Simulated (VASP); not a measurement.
# CdF2 (I4/mmm) in VASP: further runs, part 2 of 2

VASP 6.6.1. The steps go on from the part before.

## 5. Single point, PBE (strain +0.015 along x and y, -0.015 along z)

File INCAR:

```
ALGO = Normal
EDIFF = 1E-6
ENCUT = 520
GGA = PE
ISIF = 2
ISMEAR = 0
LASPH = T
LCHARG = F
LREAL = F
LWAVE = F
NBANDS = 20
NELM = 100
PREC = Accurate
SIGMA = 0.05
```

File KPOINTS:

```
k-points
0
Gamma
  8 8 8
```

File POSCAR:

```
CdF2
1.0
    0.0000000000      2.7344100000      2.6535900000
    2.7344100000      0.0000000000      2.6535900000
    2.7344100000      2.7344100000      0.0000000000
Cd F
1 2
Direct
    0.0000000000      0.0000000000      0.0000000000
    0.2500000000      0.2500000000      0.2500000000
    0.7500000000      0.7500000000      0.7500000000
```

Potentials or basis: VASP PAW PBE potentials, release 64 (Cd, F).

The run is started by

```bash
$ cat potpaw_PBE.64/Cd/POTCAR potpaw_PBE.64/F/POTCAR > POTCAR
$ mpirun -np 1 vasp_std > vasp.out
```

OUTCAR:

```text
EDIFF = 1E-6
   ENCUT = 520
   GGA = PE
   ISIF = 2
   ISMEAR = 0
   LASPH = T
   LREAL = F
   NELM = 100
   PREC = Accurate

 ion  position               nearest neighbor table
   1  0.000  0.000  0.000-   3 2.34   2 2.34   3 2.34   2 2.34   3 2.34   3 2.34   2 2.34   2 2.34

   2  0.250  0.250  0.250-   1 2.34   1 2.34   1 2.34   1 2.34
   3  0.750  0.750  0.750-   1 2.34   1 2.34   1 2.34   1 2.34

  LATTYP: Found a body centered tetragonal cell.
[... 747 lines left out ...]

  FORCE on cell =-STRESS in cart. coord.  units (eV):
  Direction    XX          YY          ZZ          XY          YZ          ZX
  --------------------------------------------------------------------------------------
  -------------------------------------------------------------------------------------
  Total        0.8341704      0.8341704      1.6336515      0.0000000     -0.0000000      0.0000000
  in kB       33.6801710     33.6801710     65.9597375      0.0000000     -0.0000000      0.0000000
  external PRESSURE =      44.4400265 kB  Pullay stress =       0.0000000 kB

 VOLUME and BASIS-vectors are now :
 -----------------------------------------------------------------------------
  energy-cutoff  :      520.00
  volume of cell :       39.68
      direct lattice vectors                 reciprocal lattice vectors
     0.000000000  2.734410000  2.653590000    -0.182854802  0.182854802  0.188423984
     2.734410000  0.000000000  2.653590000     0.182854802 -0.182854802  0.188423984
     2.734410000  2.734410000  0.000000000     0.182854802  0.182854802 -0.188423984

 POSITION                                       TOTAL-FORCE (eV/Angst)
 -----------------------------------------------------------------------------------
      0.00000      0.00000      0.00000        -0.000000      0.000000      0.000000
      1.36721      1.36721      1.32679        -0.000000     -0.000000      0.000000
      4.10161      4.10161      3.98039         0.000000      0.000000     -0.000000
 -----------------------------------------------------------------------------------
    total drift:                                0.000000      0.000000      0.000000

  FREE ENERGIE OF THE ION-ELECTRON SYSTEM (eV)
  ---------------------------------------------------
  free  energy   TOTEN  =       -10.8717684054 eV

  energy  without entropy=      -10.8717684054  energy(sigma->0) =      -10.87176841
```

stdout:

```text
POSCAR found type information on POSCAR CdF
 POSCAR found :  2 types and       3 ions
 scaLAPACK will be used
 LDA part: xc-table for (Slater+PW92), standard interpolation
 POSCAR, INCAR and KPOINTS ok, starting setup
 FFT: planning ... GRIDC
 FFT: planning ... GRID_SOFT
 FFT: planning ... GRID
 WAVECAR not read
 entering main loop
```

It took 55 s on 1 thread of Intel Xeon 8259CL, shared host; peak memory 0.19 GiB.

Results:

```yaml
Free_energy: -10.8718 eV
Pressure: 4.4 GPa
Band_gap_on_the_k_mesh: 2.98 eV (least direct gap 3.50 eV)
```

Caveat: the cell differs from its parent crystal (strain +0.015 along x and y, -0.015 along z); the cell stands under pressure. A k mesh can miss the band edges.

## 6. Single point, PBE (strain +0.000 along x and y, +0.030 along z)

File INCAR:

```
  ALGO = Normal
  EDIFF = 1E-6
  ENCUT = 520
  GGA = PE
  ISIF = 2
  ISMEAR = 0
  LASPH = T
  LCHARG = T
  LELF = T
  LREAL = F
  LVHAR = T
  LWAVE = F
  NBANDS = 20
  NELM = 60
  PREC = Accurate
  SIGMA = 0.05
```

KPOINTS is that of step 5.

File POSCAR:

```
CdF2
1.0
    0.0000000000      2.6940000000      2.7748200000
    2.6940000000      0.0000000000      2.7748200000
    2.6940000000      2.6940000000      0.0000000000
Cd F
1 2
Direct
    0.0000000000      0.0000000000      0.0000000000
    0.2500000000      0.2500000000      0.2500000000
    0.7500000000      0.7500000000      0.7500000000
```

Potentials or basis: VASP PAW PBE potentials, release 64 (Cd, F).

The run is started by

```bash
$ cat potpaw_PBE.64/Cd/POTCAR potpaw_PBE.64/F/POTCAR > POTCAR
$ mpirun -np 1 vasp_std > vasp.out
```

Run time: 64 s. Hardware: 1 thread of Intel Xeon 8259CL, shared host; peak memory 0.19 GiB.

Results (log left out):

* Free energy: -10.8866 eV
* Pressure: 2.8 GPa
* Band gap on the k mesh: 2.93 eV (least direct gap 3.44 eV)

Stress tensor (GPa, compression positive):
```
3.82 0.00 0.00
0.00 3.82 0.00
0.00 0.00 0.71
```

Levels at points of the mesh, in eV from the valence-band top:
| k point | band 9 | band 10 | band 11 | band 12 | band 13 | band 14 | band 15 | band 16 | band 17 | band 18 |
| --- | --- | --- | --- | --- | --- | --- | --- | --- | --- | --- |
| (0.00, 0.00, 0.00) | -0.84 | -0.84 | -0.59 | -0.59 | -0.51 | 2.93 | 12.50 | 12.50 | 12.59 | 17.34 |
| (0.50, 0.00, 0.00) | -2.17 | -1.79 | -1.72 | -0.45 | -0.44 | 6.91 | 9.02 | 14.11 | 14.31 | 17.79 |
| (0.50, 0.50, 0.00) | -2.80 | -2.80 | -0.57 | -0.08 | -0.08 | 7.74 | 9.51 | 11.84 | 14.07 | 14.07 |
| (0.50, 0.00, 0.50) | -2.89 | -2.80 | -0.41 | -0.17 | -0.07 | 7.71 | 9.43 | 11.83 | 13.76 | 14.12 |

Caveat: the cell differs from its parent crystal (strain +0.000 along x and y, +0.030 along z). A k mesh can miss the band edges.

## 7. Overview

```csv
cell,gap on the mesh (eV),pressure (GPa)
"a = 3.810, b = 3.810, c = 3.753 Å, angles 60.5, 60.5, 59.0°, 3 atoms",3.09,8.1
"a = 3.839, b = 3.839, c = 3.753 Å, angles 60.7, 60.7, 58.5°, 3 atoms",3.01,6.3
"a = 3.839, b = 3.839, c = 3.810 Å, angles 60.2, 60.2, 59.5°, 3 atoms",3.00,4.4
"a = 3.810, b = 3.810, c = 3.867 Å, angles 59.5, 59.5, 61.0°, 3 atoms",2.98,4.4
"a = 3.867, b = 3.867, c = 3.810 Å, angles 60.5, 60.5, 59.0°, 3 atoms",2.93,2.8
```

Alike in all rows: task single point; level PBE; potentials or basis VASP PAW PBE potentials, release 64 (Cd, F); no spin polarisation; k mesh 8 × 8 × 8; cutoff (eV) 520; smearing gaussian 0.05 eV.

Caveats: the cell stands under pressure (at least some runs).

Total energies depend on the potentials used, so only differences within one code and one set of settings carry meaning.
